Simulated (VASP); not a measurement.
# GaAs (rocksalt type): relaxation of cell and atoms with r2SCAN

GaAs (rocksalt type):

```
Ga As
1.0
     0.00000    2.50942    2.50942
     2.50942    0.00000    2.50942
     2.50942    2.50942    0.00000
Ga As
1 1
Direct
  0.00000 0.00000 0.00000
  0.50000 0.50000 0.50000
```

```json
{
 "Program": "VASP 6.6.1",
 "Task": "relaxation of cell and atoms",
 "Functional": "r2SCAN",
 "Potentials or basis": "VASP PAW PBE potentials, release 64 (Ga_d, As)",
 "Cutoff": "600 eV",
 "k mesh": "15 × 15 × 15",
 "Occupations": "fermi-dirac, width 0.1 eV",
 "Spin": "no spin polarisation",
 "Dipole correction": "no",
 "Further INCAR settings": "ALGO = Normal; EDIFF = 1e-07; IBRION = 2; EDIFFG = -0.005; NSW = 60; ISIF = 3"
}
```

* Relaxed volume: 18.94 Å³/atom
* Relaxed cell: a = 3.770 Å, b = 3.770 Å, c = 3.770 Å, α = 60.00°, β = 60.00°, γ = 60.00°
* Space group after relaxing (to 0.05 Å): Fm-3m (No. 225)
* Energy gained by relaxing: 187.0 meV/atom
* Ionic steps: 3
* Pressure after relaxing: 0.0 GPa
* Band gap on the k mesh: zero (band 9 reaches 5.99 eV, above the bottom of band 10 at 2.64 eV)

The path:
```
step  energy change (eV)  largest force (eV/Å)  pressure (GPa)  volume (Å³)
   1              0.0000                0.0000           22.69        31.60
   2             -0.2359                0.0000           -7.60        42.98
   3             -0.3739                0.0000            0.01        37.88
```

Final structure:
```yaml
crystal:
  lattice:
    - [0.00000, 2.66570, 2.66570]
    - [2.66570, 0.00000, 2.66570]
    - [2.66570, 2.66570, 0.00000]
  atoms:
    - { symbol: Ga, position: [0.00000, 0.00000, 0.00000] }
    - { symbol: As, position: [0.50000, 0.50000, 0.50000] }
```

Levels at points of the mesh, in eV from the Fermi level:
```
           k point  band 5  band 6  band 7  band 8  band 9  band 10  band 11  band 12  band 13
(0.00, 0.00, 0.00)  -15.31  -13.91   -0.02   -0.02   -0.02     0.59     7.80     7.80     8.27
```

Run time: 5.8 min on 1 thread of Intel(R) Xeon(R) 6975P-C (Granite Rapids), with other jobs on the host, peak memory 0.22 GiB.

Caveat: the volume moved by over 15 % at a fixed basis, so the end points are rough; the PAW data sets were made with another functional, which shifts forces and pressure a little.
